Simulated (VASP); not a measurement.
# Lu3Hf2F (P4/mmm) in VASP: a series of runs

Runs on Lu3Hf2F. Level: PBE. Tasks: single point, relaxation of cell and atoms.

Everything below comes from runs of VASP 6.6.1. Logs are shortened: lines on timing, memory, paths and dates and some standing lists are left out, and cuts for length are marked.

## Step 1: The cell of the first run

Symmetry: P4/mmm, No. 123, tetragonal system. The conventional cell has a = 3.239 Å, b = 3.239 Å, c = 13.180 Å, α = 90.00°, β = 90.00°, γ = 90.00°. Within 4.2 Å of Lu (site symmetry 4mm) lie 4 Hf at 3.20 Å and 8 Lu at 3.24 to 3.55 Å and 1 F at 3.88 Å. Lu (site symmetry 4/mmm) has 12 Lu at 3.24 to 3.55 Å within 4.3 Å. Hf (site symmetry 4mm) has 4 F at 2.82 Å and 4 Lu at 3.20 Å and 5 Hf at 3.24 to 3.29 Å within 3.7 Å. F (site symmetry 4/mmm) has 8 Hf at 2.82 Å and 4 F at 3.24 Å within 3.7 Å.

The cell was generated, and may not be a known phase.

## Step 2: Single point, PBE

INCAR

```
SYSTEM = Lu3Hf2F
  PREC = Accurate
  ENCUT = 520
  EDIFF = 1E-7
  ISMEAR = 0
  SIGMA = 0.1
  LREAL = .False.
  LASPH = .True.
  NELM = 60
  ALGO = Normal
  ISIF = 2
  LWAVE = .False.
  LCHARG = .True.
  GGA = PE
  LELF = .True.
  LVHAR = .True.
  NBANDS = 60
```

KPOINTS

```
regular mesh
0
Gamma
  6 6 2
  0 0 0
```

POSCAR

```
Lu3Hf2F
1.0
    3.2385957737      0.0000000000      0.0000000000
    0.0000000000      3.2385957737      0.0000000000
    0.0000000000      0.0000000000     13.1799511933
Lu Hf F
3 2 1
Direct
    0.0000000000      0.0000000000      0.7059081548
    0.0000000000      0.0000000000      0.2940918452
    0.5000000000      0.5000000000      0.5000000000
    0.5000000000      0.5000000000      0.8751079777
    0.5000000000      0.5000000000      0.1248920223
    0.0000000000      0.0000000000      0.0000000000
```

Potentials or basis: VASP PAW PBE potentials, release 64 (Lu, Hf_pv, F).

Command:

```
$ cat potpaw_PBE.64/Lu/POTCAR potpaw_PBE.64/Hf_pv/POTCAR potpaw_PBE.64/F/POTCAR > POTCAR
$ mpirun -np 1 vasp_std > vasp.out
```

OUTCAR:

```text
SYSTEM = Lu3Hf2F
   PREC = Accurate
   ENCUT = 520
   EDIFF = 1E-7
   ISMEAR = 0
   LREAL = .False.
   LASPH = .True.
   NELM = 60
   ISIF = 2
   GGA = PE

 ion  position               nearest neighbor table
   1  0.000  0.000  0.706-   4 3.20   4 3.20   4 3.20   4 3.20   3 3.55   3 3.55   3 3.55   3 3.55

   2  0.000  0.000  0.294-   5 3.20   5 3.20   5 3.20   5 3.20   3 3.55   3 3.55   3 3.55   3 3.55

   3  0.500  0.500  0.500-   1 3.55   2 3.55   1 3.55   2 3.55   1 3.55   2 3.55   1 3.55   2 3.55

   4  0.500  0.500  0.875-   6 2.82   6 2.82   6 2.82   6 2.82   1 3.20   1 3.20   1 3.20   1 3.20
                             5 3.29
   5  0.500  0.500  0.125-   6 2.82   6 2.82   6 2.82   6 2.82   2 3.20   2 3.20   2 3.20   2 3.20
                             4 3.29
   6  0.000  0.000  0.000-   4 2.82   5 2.82   4 2.82   5 2.82   4 2.82   5 2.82   4 2.82   5 2.82

  LATTYP: Found a simple tetragonal cell.
 ALAT       =     3.2385957737
 C/A-ratio  =     4.0696499700

  Lattice vectors:

 A1 = (   3.2385957737,   0.0000000000,   0.0000000000)
 A2 = (   0.0000000000,   3.2385957737,   0.0000000000)
 A3 = (   0.0000000000,   0.0000000000,  13.1799511933)

Analysis of symmetry for initial positions (statically):
=====================================================================
 Subroutine PRICEL returns:
 Original cell was already a primitive cell.

 Routine SETGRP: Setting up the symmetry group for a
 simple tetragonal supercell.

 Subroutine GETGRP returns: Found 16 space group operations
 (whereof 16 operations were pure point group operations)
 out of a pool of 16 trial point group operations.

The static configuration has the point symmetry D_4h.

Analysis of symmetry for dynamics (positions and initial velocities):
=====================================================================
 Subroutine PRICEL returns:
 Original cell was already a primitive cell.

 Routine SETGRP: Setting up the symmetry group for a
 simple tetragonal supercell.

 Subroutine GETGRP returns: Found 16 space group operations
 (whereof 16 operations were pure point group operations)
 out of a pool of 16 trial point group operations.

The dynamic configuration has the point symmetry D_4h.

 Subroutine INISYM returns: Found 16 space group operations
 (whereof 16 operations are pure point group operations),
 and found     1 'primitive' translations

----------------------------------------------------------------------------------------

                                     Primitive cell

  volume of cell :     138.2380

  direct lattice vectors                    reciprocal lattice vectors
     3.238595774  0.000000000  0.000000000     0.308775800  0.000000000  0.000000000
     0.000000000  3.238595774  0.000000000     0.000000000  0.308775800  0.000000000
     0.000000000  0.000000000 13.179951193     0.000000000  0.000000000  0.075872815

  length of vectors
     3.238595774  3.238595774 13.179951193     0.308775800  0.308775800  0.075872815

  position of ions in fractional coordinates (direct lattice)
     0.000000000  0.000000000  0.705908155
     0.000000000  0.000000000  0.294091845
     0.500000000  0.500000000  0.500000000
     0.500000000  0.500000000  0.875107978
     0.500000000  0.500000000  0.124892022
     0.000000000  0.000000000  0.000000000

  ion indices of the primitive-cell ions
   primitive index   ion index
                 1           1
                 2           2
                 3           3
                 4           4
                 5           5
                 6           6

----------------------------------------------------------------------------------------

 KPOINTS: regular mesh

Automatic generation of k-mesh.
 Grid dimensions read from file:
 generate k-points for:    6    6    2

 Generating k-lattice:

  Cartesian coordinates                     Fractional coordinates (reciprocal lattice)
     0.051462633  0.000000000  0.000000000     0.166666667  0.000000000  0.000000000
     0.000000000  0.051462633  0.000000000     0.000000000  0.166666667  0.000000000
     0.000000000  0.000000000  0.037936408     0.000000000  0.000000000  0.500000000

  Length of vectors
     0.051462633  0.051462633  0.037936408

  Shift w.r.t. Gamma in fractional coordinates (k-lattice)
     0.000000000  0.000000000  0.000000000

 Subroutine IBZKPT returns following result:
 ===========================================

 Found     20 irreducible k-points:

 Following reciprocal coordinates:
            Coordinates               Weight
  0.000000  0.000000  0.000000      1.000000
  0.166667  0.000000  0.000000      4.000000
  0.333333  0.000000  0.000000      4.000000
  0.500000  0.000000  0.000000      2.000000
  0.166667  0.166667  0.000000      4.000000
  0.333333  0.166667  0.000000      8.000000
[... 12 lines left out ...]
  0.500000  0.333333  0.500000      4.000000
  0.500000  0.500000  0.500000      1.000000
[... 24 lines left out ...]
   ISIF   =      2    stress and relaxation
   ISYM   =      2    0-nonsym 1-usesym 2-fastsym
   POTIM  = 0.5000    time-step for ionic-motion
   TEBEG  =    0.0;   TEEND  =   0.0 temperature during run
   PSTRESS=    0.0 pullay stress
   NELECT =     102.0000    total number of electrons
   NUPDOWN=      -1.0000    fix difference up-down
   EMIN   =  10.00;   EMAX   =-10.00  energy-range for DOS
   EFERMI =   0.00;   METHOD = LEGACY
   ISMEAR =     0;   SIGMA  =   0.10  broadening in eV -4-tet -1-fermi 0-gaus
   EFERMI_NEDOS =   21; number of points for ismear=-14 and -15
   IALGO  =     38    algorithm
   IMIX   =      4    mixing-type and parameters
     AMIX     =   0.40;   BMIX     =  1.00
     AMIX_MAG =   1.60;   BMIX_MAG =  1.00
  volume/ion in A,a.u.               =      23.04       155.48
  Fermi-wavevector in a.u.,A,eV,Ry     =   1.479332  2.795533 29.775324  2.188425
  Thomas-Fermi vector in A             =   2.593503
   LORBIT       =      0    0 simple, 1 ext, 2 COOP (PROOUT), +10 PAW based schemes
   GGA     = PE    functional components
   LHFCALC =     F    Hartree Fock is set to
   AEXX    =    0.0000 exact exchange contribution
   IVDW    =     0    specifies the selected vdW correction
   LEPSILON=     F    determine dielectric tensor
   LRPA    =     F    only Hartree local field effects (RPA)
 non-spin polarized calculation
 Gauss-broadening in eV      SIGMA  =   0.10
  energy-cutoff  :      520.00
  volume of cell :      138.24
 maximum number of plane-waves:      3768
   NGX = 13   NGY = 13   NGZ = 49

 number of electron     102.0000042 magnetization

 Free energy of the ion-electron system (eV)
  ---------------------------------------------------
  ext. energy  EPLUGINS =         0.00000000
  ---------------------------------------------------
  free energy    TOTEN  =       -36.94880809 eV

  energy without entropy =      -36.92643747  energy(sigma->0) =      -36.93762278

 E-fermi :   3.3439     XC(G=0): -10.9340

 val. band max:        3.3322124327   @ k =   0.3333   0.0000   0.0000
 cond. band min:       3.3615220378   @ k =   0.3333   0.0000   0.5000
 fundamental gap:      0.0293096051
 Fermi energy:         3.3439432816

 k-point     1 :       0.0000    0.0000    0.0000
  band No.  band energies     occupation
      1     -53.0359      2.00000
      2     -52.3994      2.00000
      3     -52.3993      2.00000
      4     -27.8014      2.00000
      5     -27.6335      2.00000
      6     -27.5355      2.00000
[... 52 lines left out ...]
     59       5.9266      0.00000
     60       5.9266      0.00000

 k-point     2 :       0.1667    0.0000    0.0000
  band No.  band energies     occupation
      1     -53.0301      2.00000
      2     -52.3935      2.00000
      3     -52.3934      2.00000
      4     -27.7885      2.00000
      5     -27.6269      2.00000
      6     -27.6253      2.00000
[... 52 lines left out ...]
     59       5.6466      0.00000
     60       6.0061      0.00000

 k-point     3 :       0.3333    0.0000    0.0000
  band No.  band energies     occupation
      1     -53.0184      2.00000
      2     -52.3817      2.00000
      3     -52.3817      2.00000
      4     -27.8060      2.00000
      5     -27.7784      2.00000
      6     -27.7610      2.00000
[... 1060 lines left out ...]
     59       5.7206      0.00000
     60       6.5899      0.00000

 k-point    20 :       0.5000    0.5000    0.5000
  band No.  band energies     occupation
      1     -52.9897      2.00000
      2     -52.3526      2.00000
      3     -52.3526      2.00000
      4     -27.8369      2.00000
      5     -27.8369      2.00000
      6     -27.8185      2.00000
[... 52 lines left out ...]
     59       7.1023      0.00000
     60       7.1131      0.00000

------------------------ aborting loop because EDIFF is reached ----------------------------------------

  FORCE on cell =-STRESS in cart. coord.  units (eV):
  Direction    XX          YY          ZZ          XY          YZ          ZX
  --------------------------------------------------------------------------------------
  -------------------------------------------------------------------------------------
  Total       -0.1663484     -0.1663484     -0.1434219      0.0000000      0.0000000      0.0000000
  in kB       -1.9279773     -1.9279773     -1.6622594      0.0000000      0.0000000      0.0000000
  external PRESSURE =      -1.8394047 kB  Pullay stress =       0.0000000 kB

 VOLUME and BASIS-vectors are now :
 -----------------------------------------------------------------------------
  energy-cutoff  :      520.00
  volume of cell :      138.24
      direct lattice vectors                 reciprocal lattice vectors
     3.238595774  0.000000000  0.000000000     0.308775800  0.000000000  0.000000000
     0.000000000  3.238595774  0.000000000     0.000000000  0.308775800  0.000000000
     0.000000000  0.000000000 13.179951193     0.000000000  0.000000000  0.075872815

 POSITION                                       TOTAL-FORCE (eV/Angst)
 -----------------------------------------------------------------------------------
      0.00000      0.00000      9.30384        -0.000000      0.000000      0.035534
      0.00000      0.00000      3.87612         0.000000      0.000000     -0.035534
      1.61930      1.61930      6.58998        -0.000000     -0.000000      0.000000
      1.61930      1.61930     11.53388         0.000000      0.000000      0.016150
      1.61930      1.61930      1.64607        -0.000000     -0.000000     -0.016150
      0.00000      0.00000      0.00000        -0.000000     -0.000000      0.000000
 -----------------------------------------------------------------------------------
    total drift:                                0.000000      0.000000      0.000000

  FREE ENERGIE OF THE ION-ELECTRON SYSTEM (eV)
  ---------------------------------------------------
  free  energy   TOTEN  =       -36.9488080949 eV

  energy  without entropy=      -36.9264374669  energy(sigma->0) =      -36.93762278
```

Wall time 2.6 min (1 thread of AMD EPYC 9R45 (Zen 5), shared host); peak memory 0.29 GiB.

Results:

```
Free energy            : -36.9488 eV
Pressure               : -0.2 GPa
Largest force          : 0.036 eV/Å
Band gap on the k mesh : zero (bands 51 and 52 overlap by 0.79 eV)
```

Forces in eV/Å, atoms in the order of the input:
```
Lu   0.000  0.000  0.036
Lu   0.000  0.000 -0.036
Lu   0.000  0.000  0.000
Hf   0.000  0.000  0.016
Hf   0.000  0.000 -0.016
F    0.000  0.000  0.000
```

Levels at points of the mesh, in eV from the Fermi level:
```csv
k point,band 47,band 48,band 49,band 50,band 51,band 52,band 53,band 54,band 55,band 56
"(0.00, 0.00, 0.00)",-2.54,-1.96,-1.42,-1.15,-0.60,-0.20,0.69,1.02,1.31,1.82
"(0.50, 0.00, 0.00)",-2.32,-1.84,-0.14,-0.06,-0.06,0.19,0.83,0.97,1.04,1.32
"(0.50, 0.50, 0.00)",-1.21,-0.87,-0.87,-0.70,-0.55,-0.55,0.49,0.49,0.54,1.89
"(0.00, 0.00, 0.50)",-2.99,-1.89,-1.40,-1.20,-0.81,-0.14,0.90,1.15,1.40,1.53
"(0.50, 0.00, 0.50)",-2.06,-1.98,-0.34,-0.24,0.24,0.42,0.52,0.98,1.18,1.43
"(0.50, 0.50, 0.50)",-1.63,-0.89,-0.89,-0.52,-0.52,-0.46,0.43,0.43,0.93,1.96
```

Caveat: spin-orbit coupling is left out, which moves the levels of the heavy elements.

## Step 3: Single point, PBE

This run uses another cell than the first one, of 25.17 Å³/atom.

INCAR

```
SYSTEM = Lu3Hf2F
PREC = Accurate
ENCUT = 520
EDIFF = 1E-6
ISMEAR = 0
SIGMA = 0.1
LREAL = .False.
LASPH = .True.
NELM = 100
ALGO = Normal
ISIF = 2
LWAVE = .False.
LCHARG = .True.
GGA = PE
LELF = .True.
LVHAR = .True.
NBANDS = 60
```

KPOINTS is that of step 2.

POSCAR

```
Lu3Hf2F
1.0
    3.4364855000      0.0000000000      0.0000000000
    0.0000000000      3.4364855000      0.0000000000
    0.0000000000      0.0000000000     12.7878483800
Lu Hf F
3 2 1
Direct
    0.0000000000      0.0000000000      0.6647679800
    0.0000000000      0.0000000000      0.3352320200
    0.5000000000      0.5000000000      0.5000000000
    0.5000000000      0.5000000000      0.8681410000
    0.5000000000      0.5000000000      0.1318590000
    0.0000000000      0.0000000000      0.0000000000
```

Potentials or basis: VASP PAW PBE potentials, release 64 (Lu, Hf_pv, F).

Command:

```
$ cat potpaw_PBE.64/Lu/POTCAR potpaw_PBE.64/Hf_pv/POTCAR potpaw_PBE.64/F/POTCAR > POTCAR
$ mpirun -np 1 vasp_std > vasp.out
```

Wall time 5.2 min (1 thread of AMD EPYC 9R45 (Zen 5), shared host); peak memory 0.32 GiB.

It converged, with:

```
Free energy            : -35.3468 eV
Pressure               : -5.4 GPa
Largest force          : 2.210 eV/Å
Band gap on the k mesh : zero (bands 51 and 52 overlap by 0.70 eV)
```

Forces on the atoms (eV/Å):
```
Lu   0.000  0.000  2.210
Lu   0.000  0.000 -2.210
Lu   0.000  0.000  0.000
Hf   0.000  0.000 -0.631
Hf   0.000  0.000  0.631
F    0.000  0.000  0.000
```

Stress tensor (GPa, compression positive):
```
-6.31  0.00  0.00
 0.00 -6.31  0.00
 0.00  0.00 -3.70
```

Levels at points of the mesh, in eV from the Fermi level:
```tsv
k point	band 49	band 50	band 51	band 52	band 53	band 54	band 55	band 56
(0.00, 0.00, 0.00)	-1.18	-0.71	-0.60	-0.56	0.74	1.62	2.00	2.05
(0.50, 0.00, 0.00)	-0.23	-0.10	0.06	0.30	0.82	1.06	1.21	1.31
(0.50, 0.50, 0.00)	-0.67	-0.35	-0.35	-0.33	0.00	0.35	0.35	1.21
(0.00, 0.00, 0.50)	-1.09	-0.97	-0.64	-0.39	0.68	1.63	1.96	1.96
(0.50, 0.00, 0.50)	-0.23	-0.22	0.13	0.27	0.69	1.06	1.17	1.62
(0.50, 0.50, 0.50)	-0.69	-0.27	-0.27	-0.06	0.25	0.25	0.52	1.29
```

Caveat: the cell stands under tension; spin-orbit coupling is left out, which moves the levels of the heavy elements; forces of over 1 eV/Å act on the atoms, so gaps and moduli don't describe the material at rest.

## Step 4: Relaxation of cell and atoms, PBE

This run uses another cell than the first one, of 25.17 Å³/atom.

INCAR

```
PREC = Accurate ; ENCUT = 600
EDIFF = 1E-6 ; ISMEAR = 0
SIGMA = 0.1 ; LREAL = F
LASPH = T ; NELM = 80
ALGO = Normal ; ISIF = 3
LWAVE = F ; LCHARG = F
GGA = PE ; IBRION = 2
NSW = 90 ; EDIFFG = -0.04
```

KPOINTS

```
regular mesh
0
Gamma
  6 6 2
```

POSCAR is that of step 3.

Command:

```
$ cat potpaw_PBE.64/Lu/POTCAR potpaw_PBE.64/Hf_pv/POTCAR potpaw_PBE.64/F/POTCAR > POTCAR
$ mpirun -np 1 vasp_std > vasp.out
```

It took 48 min on 1 thread of AMD EPYC 9R45 (Zen 5), shared host; peak memory 0.42 GiB.

It converged, with:

| Item | Value |
| --- | --- |
| Free energy | -36.9576 eV |
| Relaxed volume | 22.98 Å³/atom |
| Relaxed cell | a = 3.239 Å, b = 3.239 Å, c = 13.141 Å, α = 90.00°, β = 90.00°, γ = 90.00° |
| Space group after relaxing (to 0.1 Å) | P4/mmm (No. 123) |
| Energy gained by relaxing | 268.0 meV/atom |
| Ionic steps | 20 |
| Pressure after relaxing | 0.0 GPa |
| Largest force after relaxing | 0.026 eV/Å |
| Band gap on the k mesh | zero (bands 51 and 52 overlap by 0.80 eV) |

Forces on the atoms (eV/Å):
```
Lu   0.000  0.000  0.011
Lu   0.000  0.000 -0.011
Lu   0.000  0.000  0.000
Hf   0.000  0.000  0.026
Hf   0.000  0.000 -0.026
F    0.000  0.000  0.000
```

Stress tensor (GPa, compression positive):
```
-0.10  0.00  0.00
 0.00 -0.10  0.00
 0.00  0.00  0.21
```

Step by step:
```csv
step,energy change (eV),largest force (eV/Å),pressure (GPa),volume (Å³)
1,0.0000,2.2011,-8.60,151.02
2,-0.5628,2.0258,6.52,123.37
3,-0.6189,2.2003,1.91,131.63
4,-0.6289,2.1598,3.25,129.04
5,-1.1109,1.1708,3.39,129.34
6,-1.2853,0.9834,4.72,129.65
7,-1.4467,0.4686,-2.30,144.54
8,-1.4713,0.6026,-0.63,140.35
9,-1.5157,0.4317,-0.40,139.17
10,-1.5401,0.2575,-0.10,137.93
11,-1.5172,0.4860,0.53,135.43
12,-1.5436,0.3207,-0.06,137.28
13,-1.5794,0.2411,0.53,136.09
14,-1.5907,0.1767,1.08,134.97
15,-1.5977,0.1829,-0.77,139.35
16,-1.6029,0.1520,-0.04,137.62
17,-1.6075,0.0343,0.12,137.85
18,-1.6078,0.0467,0.04,137.93
19,-1.6078,0.0418,-0.03,137.92
20,-1.6077,0.0262,0.00,137.90
```

Final structure:
```xyz
6
Lattice="3.2394 0.0000 0.0000 0.0000 3.2394 0.0000 0.0000 0.0000 13.1408" Properties=species:S:1:pos:R:3 pbc="T T T"
Lu    0.0000    0.0000    9.2776
Lu    0.0000    0.0000    3.8631
Lu    1.6197    1.6197    6.5704
Hf    1.6197    1.6197   11.5004
Hf    1.6197    1.6197    1.6404
F     0.0000    0.0000    0.0000
```

Levels at points of the mesh, in eV from the Fermi level:
```csv
k point,band 49,band 50,band 51,band 52,band 53,band 54
"(0.00, 0.00, 0.00)",-1.43,-1.16,-0.60,-0.20,0.71,1.03
"(0.50, 0.00, 0.00)",-0.14,-0.07,-0.05,0.20,0.85,0.98
"(0.50, 0.50, 0.00)",-0.87,-0.69,-0.56,-0.56,0.48,0.48
"(0.00, 0.00, 0.50)",-1.41,-1.21,-0.81,-0.14,0.91,1.17
"(0.50, 0.00, 0.50)",-0.34,-0.25,0.24,0.43,0.52,0.99
"(0.50, 0.50, 0.50)",-0.89,-0.52,-0.52,-0.44,0.43,0.43
```

Caveat: spin-orbit coupling is left out, which moves the levels of the heavy elements.

## Step 5: Overview

| task | cell | cutoff (eV) | gap on the mesh (eV) | pressure (GPa) | largest force (eV/Å) |
| --- | --- | --- | --- | --- | --- |
| single point | a = 3.239, b = 3.239, c = 13.180 Å, 6 atoms, atomic positions A | 520 | none | -0.2 | 0.04 |
| single point | a = 3.436, b = 3.436, c = 12.788 Å, 6 atoms, atomic positions B | 520 | none | -5.4 | 2.21 |
| relaxation of cell and atoms | relaxed from a = 3.436, b = 3.436, c = 12.788 Å, 6 atoms, atomic positions B | 600 | none | 0.0 | 0.03 |

Alike in all rows: level PBE; potentials or basis VASP PAW PBE potentials, release 64 (Lu, Hf_pv, F); no spin polarisation; k mesh 6 × 6 × 2; smearing gaussian 0.1 eV.

Caveats: spin-orbit coupling is left out, which moves the levels of the heavy elements; the cell stands under tension (at least some runs); forces of over 1 eV/Å act on the atoms, so gaps and moduli don't describe the material at rest (at least some runs).

Absolute energies hang on the potentials; compare differences alone.

The gap in the log of VASP goes by the Fermi energy; the results here count the filled bands.